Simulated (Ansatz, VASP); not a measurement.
## One calculation of Pt, two programs

Contents of POSCAR:

```
Pt
1.0
   -1.6152910255      1.6152910255      1.6152910255
    1.6152910255     -1.6152910255      1.6152910255
    1.6152910255      1.6152910255     -1.6152910255
Pt
1
Direct
    0.0000000000      0.0000000000      0.0000000000
```

INCAR.step1

```
SYSTEM = Pt
ALGO = Normal ; EDIFF = 1E-5
ENCUT = 520 ; GGA = PE
ISIF = 2 ; ISMEAR = -1
LASPH = .True. ; LCHARG = .False.
LREAL = .False. ; LWAVE = .True.
NBANDS = 11 ; NELM = 60
PREC = Accurate ; SIGMA = 0.05
```

Contents of INCAR.step2:

```
SYSTEM = Pt
AEXX = 0.25 ; ALGO = Normal
EDIFF = 1E-7 ; ENCUT = 520
GGA = PE ; ISIF = 2
ISMEAR = -1 ; ISTART = 1
LASPH = .True. ; LCHARG = .False.
LHFCALC = .True. ; LREAL = .False.
LWAVE = .False. ; NBANDS = 11
NELM = 60 ; PREC = Accurate
PRECFOCK = Normal ; SIGMA = 0.05
```

KPOINTS

```
k-points
0
Gamma
  6 6 6
  0 0 0
```

File input.yaml:

```yaml
crystal:
  lattice:
    - [-1.6152910255, 1.6152910255, 1.6152910255]
    - [1.6152910255, -1.6152910255, 1.6152910255]
    - [1.6152910255, 1.6152910255, -1.6152910255]
  atoms:
    - { symbol: Pt, position: [0.0, 0.0, 0.0] }
hamiltonian:
  xc: pbe0
  pseudopotentials: { kind: paw }
kpoints:
  mp_grid: { grid: [6, 6, 6] }
scf:
  occupations: { method: fermi_dirac, width: 0.05 }
output:
  forces: true
  stress: true
  eigenvalues: true
  write_density: true
  write_potential: true
  elf: true
  volumetric_format: npy
```

Alike in both runs: task single point; functional PBE0; k mesh 6 × 6 × 6; occupations fermi-dirac, width 0.05 eV; no spin polarisation.

|  | VASP | Ansatz |
| --- | --- | --- |
| version | VASP 6.6.1 | Ansatz 0.2.0 |
| potentials or method | VASP PAW PBE potentials, release 64 (Pt) | Ansatz PAW |
| plane-wave cutoff (eV) | 520 | 420 |
| valence electrons in the cell | 10 | 18 |

```csv
,VASP,Ansatz,Ansatz less VASP
gap on the k mesh at the Fermi level (eV),none,none,-
pressure (GPa),-19.5,-19.5,-0.06
```

A gap of «none» marks a metal or a gap that the smearing closes. The functional is the same, so the differences come from potentials, cutoffs and numerics. VASP's potentials hold 10 valence electrons a cell and Ansatz's 18, so a difference there can come from the potentials and not from the codes.

The k mesh is coarse, so the values compare programs but aren't converged. Spin-orbit coupling is off throughout.
